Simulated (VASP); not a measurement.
The system is PtSe2.

```
Pt Se
1.0
     3.64798    0.00000    0.00000
    -1.82399    3.15924    0.00000
     0.00000    0.00000    4.95866
Pt Se
1 2
Direct
  0.00000 0.00000 0.00000
  0.66667 0.33333 0.75000
  0.33333 0.66667 0.25000
```

Base run:

| Quantity | Value |
| --- | --- |
| Program | VASP 6.6.1 |
| Functional | BLYP |
| Dispersion | D3(BJ) |
| Potentials or basis | VASP PAW PBE potentials, release 64 (Pt, Se) |
| Cutoff | 520 eV |
| k mesh | 8 × 8 × 5 |
| Occupations | fermi-dirac, width 0.05 eV |
| Spin | no spin polarisation |

Its results: band gap on the k mesh zero (bands 11 and 12 overlap by 0.24 eV); pressure 16.9 GPa; largest force 2.085 eV/Å.

Task: The run is repeated on the same cell with these changes: functional from BLYP to revPBE. What comes out?

Result: Band gap on the k mesh zero (bands 11 and 12 overlap by 0.28 eV); pressure 11.3 GPa; largest force 1.585 eV/Å.

Caveats: the cell stands under pressure; the PAW data sets were made with another functional, which shifts forces and pressure a little; spin-orbit coupling is left out, which moves the levels of the heavy elements.
